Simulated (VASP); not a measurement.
Write the native input for VASP 6.6.1 that does the following.

```yaml
Task: relaxation of cell and atoms
Functional: PBE
Potentials_or_basis: VASP PAW PBE potentials, release 64 (Ti_sv, Al)
Cutoff: 600 eV
k_mesh: 16 × 16 × 12
Occupations: gaussian, width 0.1 eV
Spin: no spin polarisation
Target_pressure: 20 GPa
Dipole_correction: no
Further_INCAR_settings: ALGO = Fast; EDIFF = 1e-06; IBRION = 2; EDIFFG = -0.008; NSW = 70; ISIF = 3
```

The structure of TiAl lies in POSCAR:

```
TiAl
1.0
    2.6959535204      0.0000000000      0.0000000000
    0.0000000000      2.6959535204      0.0000000000
    0.0000000000      0.0000000000      3.8927434617
Ti Al
1 1
Direct
    0.5000000000      0.5000000000      0.5000000000
    0.0000000000      0.0000000000      0.0000000000
```

The input as run:

INCAR

```
PREC = Accurate
ENCUT = 600
EDIFF = 1E-6
ISMEAR = 0
SIGMA = 0.1
LREAL = F
LASPH = T
NELM = 80
ALGO = Fast
ISIF = 3
LWAVE = F
LCHARG = F
GGA = PE
IBRION = 2
NSW = 70
EDIFFG = -0.008
PSTRESS = 200.0
```

KPOINTS

```
Automatic mesh
0
Gamma
  16 16 12
```

Potentials or basis: VASP PAW PBE potentials, release 64 (Ti_sv, Al).

Launch:

```sh
$ cat potpaw_PBE.64/Ti_sv/POTCAR potpaw_PBE.64/Al/POTCAR > POTCAR
$ mpirun -np 1 vasp_std > vasp.out
```

It gave:

```json
{
 "Relaxed volume": "14.17 Å³/atom",
 "Relaxed cell": "a = 2.698 Å, b = 2.698 Å, c = 3.892 Å, α = 90.00°, β = 90.00°, γ = 90.00°",
 "Space group after relaxing (to 0.1 Å)": "P4/mmm (No. 123)",
 "Energy change on relaxing (the run minimises the enthalpy)": "-2.5 meV/atom",
 "Ionic steps": "7",
 "Pressure after relaxing": "20.0 GPa",
 "Band gap on the k mesh": "zero (an odd number of electrons rules out a gap without spin polarisation)"
}
```

Caveat: the cell is relaxed towards a set pressure, so the run minimises the enthalpy, not the energy.

It took 9.2 min on 1 thread of Intel Xeon 8259CL (shared host), peak memory 0.28 GiB.
